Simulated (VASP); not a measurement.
# P in VASP: a series of runs

Runs on P. Level: PBE+D3(BJ). Tasks: single point.

All numbers are computed with VASP 6.6.1; they aren't measurements. Logs are shortened: lines on timing, memory, paths and dates and some standing lists are left out, and cuts for length are marked.

### 1 The cell of the first run

The cell holds a slab with vacuum, 8 atoms: a = 3.296 Å, b = 4.439 Å, c = 21.746 Å, α = 90.00°, β = 90.00°, γ = 90.00°.

### 2 Single point, PBE+D3(BJ)

Contents of INCAR:

```
SYSTEM = P
  PREC = Accurate
  ENCUT = 520
  EDIFF = 1E-6
  ISMEAR = 0
  SIGMA = 0.05
  LREAL = .False.
  LASPH = .True.
  NELM = 100
  ALGO = Normal
  ISIF = 2
  LWAVE = .False.
  LCHARG = .False.
  LDIPOL = .True.
  IDIPOL = 3
  DIPOL = 0.5 0.5 0.379
  GGA = PE
  IVDW = 12
  NBANDS = 30
```

Contents of KPOINTS:

```
Automatic mesh
0
Gamma
  8 6 1
  0 0 0
```

Contents of POSCAR:

```
P
1.0
    3.2961869271      0.0000000000      0.0000000000
    0.0000000000      4.4391555608      0.0000000000
    0.0000000000      0.0000000000     21.7461973993
P
8
Direct
    0.5000000000      0.9174951521      0.2069327302
    0.0000000000      0.5825048479      0.2069327302
    0.5000000000      0.0825048479      0.3045635326
    0.0000000000      0.4174951521      0.3045635326
    0.5000000000      0.0825048479      0.4530952478
    0.0000000000     -0.2524854563      0.4530952478
    0.5000000000     -0.7524854563      0.5507260501
    0.0000000000     -0.4174951521      0.5507260501
```

Potentials or basis: VASP PAW PBE potentials, release 64 (P).

Run with:

```console
$ cat potpaw_PBE.64/P/POTCAR > POTCAR
$ mpirun -np 1 vasp_std > vasp.out
```

OUTCAR:

```text
SYSTEM = P
   PREC = Accurate
   ENCUT = 520
   EDIFF = 1E-6
   ISMEAR = 0
   LREAL = .False.
   LASPH = .True.
   NELM = 100
   ISIF = 2
   GGA = PE
   IVDW = 12
 IVDW          = 12

 ion  position               nearest neighbor table
   1  0.500  0.917  0.207-   2 2.22   2 2.22   3 2.25
   2  0.000  0.583  0.207-   1 2.22   1 2.22   4 2.25
   3  0.500  0.083  0.305-   4 2.22   4 2.22   1 2.25
   4  0.000  0.417  0.305-   3 2.22   3 2.22   2 2.25
   5  0.500  0.083  0.453-   6 2.22   6 2.22   7 2.25
   6  0.000  0.748  0.453-   5 2.22   5 2.22   8 2.25
   7  0.500  0.248  0.551-   8 2.22   8 2.22   5 2.25
   8  0.000  0.583  0.551-   7 2.22   7 2.22   6 2.25

  LATTYP: Found a simple orthorhombic cell.
 ALAT       =     3.2961869271
 B/A-ratio  =     1.3467547985
 C/A-ratio  =     6.5973799060

  Lattice vectors:

 A1 = (   3.2961869271,   0.0000000000,   0.0000000000)
 A2 = (   0.0000000000,   4.4391555608,   0.0000000000)
 A3 = (   0.0000000000,   0.0000000000,  21.7461973993)

Analysis of symmetry for initial positions (statically):
=====================================================================
 Subroutine PRICEL returns:
 Original cell was already a primitive cell.

 Routine SETGRP: Setting up the symmetry group for a
 simple orthorhombic supercell.

 Subroutine GETGRP returns: Found  4 space group operations
 (whereof  2 operations were pure point group operations)
 out of a pool of  8 trial point group operations.

The static configuration has the point symmetry C_1h.
 The point group associated with its full space group is C_2h.

Analysis of symmetry for dynamics (positions and initial velocities):
=====================================================================
 Subroutine PRICEL returns:
 Original cell was already a primitive cell.

 Routine SETGRP: Setting up the symmetry group for a
 simple orthorhombic supercell.

 Subroutine GETGRP returns: Found  4 space group operations
 (whereof  2 operations were pure point group operations)
 out of a pool of  8 trial point group operations.

The dynamic configuration has the point symmetry C_1h.
 The point group associated with its full space group is C_2h.

 Subroutine INISYM returns: Found  4 space group operations
 (whereof  2 operations are pure point group operations),
 and found     1 'primitive' translations

----------------------------------------------------------------------------------------

                                     Primitive cell

  volume of cell :     318.1966

  direct lattice vectors                    reciprocal lattice vectors
     3.296186927  0.000000000  0.000000000     0.303380853  0.000000000  0.000000000
     0.000000000  4.439155561  0.000000000     0.000000000  0.225268069  0.000000000
     0.000000000  0.000000000 21.746197399     0.000000000  0.000000000  0.045985051

  length of vectors
     3.296186927  4.439155561 21.746197399     0.303380853  0.225268069  0.045985051

  position of ions in fractional coordinates (direct lattice)
     0.500000000  0.917495152  0.206932730
     0.000000000  0.582504848  0.206932730
     0.500000000  0.082504848  0.304563533
     0.000000000  0.417495152  0.304563533
     0.500000000  0.082504848  0.453095248
     0.000000000  0.747514544  0.453095248
     0.500000000  0.247514544  0.550726050
     0.000000000  0.582504848  0.550726050

  ion indices of the primitive-cell ions
   primitive index   ion index
                 1           1
                 2           2
                 3           3
                 4           4
                 5           5
                 6           6
                 7           7
                 8           8

----------------------------------------------------------------------------------------

 KPOINTS: Automatic mesh

Automatic generation of k-mesh.
 Grid dimensions read from file:
 generate k-points for:    8    6    1

 Generating k-lattice:

  Cartesian coordinates                     Fractional coordinates (reciprocal lattice)
     0.037922607  0.000000000  0.000000000     0.125000000  0.000000000  0.000000000
     0.000000000  0.037544678  0.000000000     0.000000000  0.166666667  0.000000000
     0.000000000  0.000000000  0.045985051     0.000000000  0.000000000  1.000000000

  Length of vectors
     0.037922607  0.037544678  0.045985051

  Shift w.r.t. Gamma in fractional coordinates (k-lattice)
     0.000000000  0.000000000  0.000000000

 Subroutine IBZKPT returns following result:
 ===========================================

 Found     20 irreducible k-points:

 Following reciprocal coordinates:
            Coordinates               Weight
  0.000000  0.000000  0.000000      1.000000
  0.125000  0.000000  0.000000      2.000000
  0.250000  0.000000  0.000000      2.000000
  0.375000  0.000000  0.000000      2.000000
  0.500000  0.000000  0.000000      1.000000
  0.000000  0.166667  0.000000      2.000000
[... 12 lines left out ...]
  0.375000  0.500000  0.000000      2.000000
  0.500000  0.500000  0.000000      1.000000
   k-points           NKPTS =     20   k-points in BZ     NKDIM =     20   number of bands    NBANDS=     30
   number of dos      NEDOS =    301   number of ions     NIONS =      8
   total plane-waves  NPLWV = 163296
   dimension x,y,z NGX =    28 NGY =   36 NGZ =  162
   dimension x,y,z NGXF=    56 NGYF=   72 NGZF=  324
   ions per type =               8
   NGX,Y,Z   is equivalent  to a cutoff of  14.12, 13.48, 12.38 a.u.
   NGXF,Y,Z  is equivalent  to a cutoff of  28.24, 26.96, 24.77 a.u.
 SYSTEM =  P
   PREC   = accura    normal or accurate (medium, high low for compatibility)
   ISTART =      0    job   : 0-new  1-cont  2-samecut
   ICHARG =      2    charge: 1-file 2-atom 10-const
   ISPIN  =      1    spin polarized calculation?
   LNONCOLLINEAR =      F non collinear calculations
   LSORBIT =      F    spin-orbit coupling
   LASPH  =      T    aspherical Exc in radial PAW
   ENCUT  =  520.0 eV  38.22 Ry    6.18 a.u.   6.13  8.25 40.43*2*pi/ulx,y,z
   NELM   =    100;   NELMIN=  2; NELMDL= -5     # of ELM steps
   EDIFF  = 0.1E-05   stopping-criterion for ELM
   LREAL  =      F    real-space projection
   EDIFFG = 0.1E-04   stopping-criterion for IOM
   NSW    =      0    number of steps for IOM
   IBRION =     -1    ionic relax: 0-MD 1-quasi-New 2-CG
   NFREE  =      0    steps in history (QN), initial steepest desc. (CG)
   ISIF   =      2    stress and relaxation
   ISYM   =      2    0-nonsym 1-usesym 2-fastsym
   POTIM  = 0.5000    time-step for ionic-motion
   TEBEG  =    0.0;   TEEND  =   0.0 temperature during run
   PSTRESS=    0.0 pullay stress
   NELECT =      40.0000    total number of electrons
   NUPDOWN=      -1.0000    fix difference up-down
   EMIN   =  10.00;   EMAX   =-10.00  energy-range for DOS
   EFERMI =   0.00;   METHOD = LEGACY
   ISMEAR =     0;   SIGMA  =   0.05  broadening in eV -4-tet -1-fermi 0-gaus
   EFERMI_NEDOS =   21; number of points for ismear=-14 and -15
   IALGO  =     38    algorithm
   IMIX   =      4    mixing-type and parameters
     AMIX     =   0.40;   BMIX     =  1.00
     AMIX_MAG =   1.60;   BMIX_MAG =  1.00
  volume/ion in A,a.u.               =      39.77       268.41
  Fermi-wavevector in a.u.,A,eV,Ry     =   0.820093  1.549751  9.150628  0.672552
  Thomas-Fermi vector in A             =   1.931014
   LORBIT       =      0    0 simple, 1 ext, 2 COOP (PROOUT), +10 PAW based schemes
   GGA     = PE    functional components
   LHFCALC =     F    Hartree Fock is set to
   AEXX    =    0.0000 exact exchange contribution
   IVDW    =    12    specifies the selected vdW correction
   LEPSILON=     F    determine dielectric tensor
   LRPA    =     F    only Hartree local field effects (RPA)
 non-spin polarized calculation
 Gauss-broadening in eV      SIGMA  =   0.05
  energy-cutoff  :      520.00
  volume of cell :      318.20
 maximum number of plane-waves:      8606
 NGX is ok and might be reduce to    28
   NGX = 13   NGY = 17   NGZ = 81

 dipolmoment           0.000000      0.000000      0.000015 electrons x Angstroem

 number of electron      39.9999998 magnetization

 dipolmoment           0.000000      0.000000     -0.000008 electrons x Angstroem

 Free energy of the ion-electron system (eV)
  ---------------------------------------------------
  ext. energy  EPLUGINS =         0.00000000
  ---------------------------------------------------
  free energy    TOTEN  =       -42.88751889 eV

  energy without entropy =      -42.88751889  energy(sigma->0) =      -42.88751889

 E-fermi :   0.7283     XC(G=0):  -5.2361

 val. band max:        0.4798775002   @ k =   0.0000   0.0000   0.0000
 cond. band min:       0.9705403888   @ k =   0.0000   0.0000   0.0000
 fundamental gap:      0.4906628885
 Fermi energy:         0.7283015375

 k-point     1 :       0.0000    0.0000    0.0000
  band No.  band energies     occupation
      1     -14.9036      2.00000
      2     -14.7976      2.00000
      3     -12.3735      2.00000
      4     -12.1207      2.00000
      5      -8.7427      2.00000
      6      -8.6941      2.00000
[... 22 lines left out ...]
     29       4.7262      0.00000
     30       4.7356      0.00000

 k-point     2 :       0.1250    0.0000    0.0000
  band No.  band energies     occupation
      1     -14.7164      2.00000
      2     -14.6109      2.00000
      3     -12.1789      2.00000
      4     -11.9263      2.00000
      5      -8.8639      2.00000
      6      -8.8116      2.00000
[... 22 lines left out ...]
     29       4.9138      0.00000
     30       4.9337      0.00000

 k-point     3 :       0.2500    0.0000    0.0000
  band No.  band energies     occupation
      1     -14.1604      2.00000
      2     -14.0566      2.00000
      3     -11.5982      2.00000
      4     -11.3458      2.00000
      5      -9.4645      2.00000
      6      -9.3978      2.00000
[... 22 lines left out ...]
     29       4.9193      0.00000
     30       4.9654      0.00000

 k-point     4 :       0.3750    0.0000    0.0000
  band No.  band energies     occupation
      1     -13.2558      2.00000
      2     -13.1552      2.00000
      3     -10.6892      2.00000
      4     -10.6281      2.00000
      5     -10.5929      2.00000
      6     -10.3881      2.00000
[... 22 lines left out ...]
     29       3.5400      0.00000
     30       3.5483      0.00000

 k-point     5 :       0.5000    0.0000    0.0000
  band No.  band energies     occupation
      1     -12.0618      2.00000
      2     -12.0426      2.00000
      3     -11.9653      2.00000
      4     -11.9491      2.00000
      5      -9.3561      2.00000
      6      -9.2968      2.00000
[... 22 lines left out ...]
     29       3.4639      0.00000
     30       3.8586      0.00000
[... 394 lines left out ...]
     29       4.3489      0.00000
     30       4.4206      0.00000

 k-point    18 :       0.2500    0.5000    0.0000
  band No.  band energies     occupation
      1     -13.0231      2.00000
      2     -12.9105      2.00000
      3     -12.8859      2.00000
      4     -12.8647      2.00000
      5      -8.3427      2.00000
      6      -8.2641      2.00000
[... 22 lines left out ...]
     29       5.9275      0.00000
     30       5.9511      0.00000

 k-point    19 :       0.3750    0.5000    0.0000
  band No.  band energies     occupation
      1     -12.2299      2.00000
      2     -12.1371      2.00000
      3     -12.1091      2.00000
      4     -12.0848      2.00000
      5      -8.9573      2.00000
      6      -8.8490      2.00000
[... 22 lines left out ...]
     29       5.8217      0.00000
     30       5.9061      0.00000

 k-point    20 :       0.5000    0.5000    0.0000
  band No.  band energies     occupation
      1     -11.6385      2.00000
      2     -11.5900      2.00000
      3     -11.5665      2.00000
      4     -11.5238      2.00000
      5      -9.6308      2.00000
      6      -9.5505      2.00000
[... 22 lines left out ...]
     29       5.6659      0.00000
     30       5.7426      0.00000

------------------------ aborting loop because EDIFF is reached ----------------------------------------

 vacuum level on the upper side and lower side of the slab       (xc-potential included)        -0.192        -0.192

 Edisp (eV)   -2.39566

 E8    (eV) :    -0.9380

  FORCE on cell =-STRESS in cart. coord.  units (eV):
  Direction    XX          YY          ZZ          XY          YZ          ZX
  --------------------------------------------------------------------------------------
  -------------------------------------------------------------------------------------
  Total      -0.85615    -0.99700     0.10000     0.00000     0.52725     0.00000
  in kB      -4.31089    -5.02009     0.50354     0.00000     2.65480     0.00000
  external pressure =       -2.94 kB  Pullay stress =        0.00 kB

 VOLUME and BASIS-vectors are now :
 -----------------------------------------------------------------------------
  energy-cutoff  :      520.00
  volume of cell :      318.20
      direct lattice vectors                 reciprocal lattice vectors
     3.296186927  0.000000000  0.000000000     0.303380853  0.000000000  0.000000000
     0.000000000  4.439155561  0.000000000     0.000000000  0.225268069  0.000000000
     0.000000000  0.000000000 21.746197399     0.000000000  0.000000000  0.045985051

 POSITION                                       TOTAL-FORCE (eV/Angst)
 -----------------------------------------------------------------------------------
      1.64809      4.07290      4.50000         0.000000     -0.092158     -0.037532
      0.00000      2.58583      4.50000         0.000000      0.038783     -0.030440
      1.64809      0.36625      6.62310         0.000000     -0.076332      0.016017
      0.00000      1.85333      6.62310         0.000000      0.036504      0.094980
      1.64809      0.36625      9.85310         0.000000      0.076332     -0.016017
      0.00000      3.31833      9.85310         0.000000     -0.036504     -0.094980
      1.64809      1.09876     11.97620         0.000000      0.092158      0.037532
      0.00000      2.58583     11.97620         0.000000     -0.038783      0.030440
 -----------------------------------------------------------------------------------
    total drift:                               -0.000000     -0.000006     -0.000155

  FREE ENERGIE OF THE ION-ELECTRON SYSTEM (eV)
  ---------------------------------------------------
  free  energy   TOTEN  =       -45.2831773812 eV

  energy  without entropy=      -45.2831773812  energy(sigma->0) =      -45.28317738

 vacuum level on the upper side and lower side of the slab         5.149         5.147
```

Run time: 4.6 min. Hardware: 1 thread of Intel Xeon Platinum 8259CL at 2.50GHz (Skylake/Cascade Lake), shared host; peak memory 0.43 GiB.

Results:

```yaml
Free_energy: -45.2832 eV
Largest_force: 0.102 eV/Å
Band_gap_on_the_k_mesh: 0.49 eV
Dispersion_energy_per_atom: -0.299 eV
```

Forces on the atoms (eV/Å):
```
P    0.000 -0.092 -0.038
P    0.000  0.039 -0.030
P    0.000 -0.076  0.016
P    0.000  0.037  0.095
P    0.000  0.076 -0.016
P    0.000 -0.037 -0.095
P    0.000  0.092  0.038
P    0.000 -0.039  0.030
```

(Part 1 of 2 ends here.)
